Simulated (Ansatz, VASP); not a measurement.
# One calculation of Ti, two programs

```xyz
2
Lattice="2.9500 0.0000 0.0000 -1.4750 2.5548 0.0000 0.0000 0.0000 4.5454" Properties=species:S:1:pos:R:3 pbc="T T T"
Ti    0.0000    1.7032    1.1364
Ti    1.4750    0.8516    3.4091
```

Change from the starting cell: zz strain of -3 %, PAW files.

Alike in both runs: task electric field gradients; functional PBE; k mesh 13 × 13 × 7; occupations fermi-dirac, width 0.08 eV; no spin polarisation.

|  | VASP | Ansatz |
| --- | --- | --- |
| version | VASP 6.6.1 | Ansatz 0.2.0 |
| potentials or method | VASP PAW PBE potentials, release 64 (Ti_sv) | PAW with Ansatz's default frozen-core files, scalar-relativistic |
| plane-wave cutoff (eV) | 520 | 420 |
| valence electrons in the cell | 24 | 24 |

```csv
,VASP,Ansatz,Ansatz less VASP
pressure (GPa),1.6,1.9,+0.30
"traceless stress, the component that is largest in VASP (GPa)",2.09,2.10,+0.012
size of Vzz on the site where it differs most (V/Å²),23.6,25.8,+2.23
```

The functional is the same, so the differences come from potentials, cutoffs and numerics.
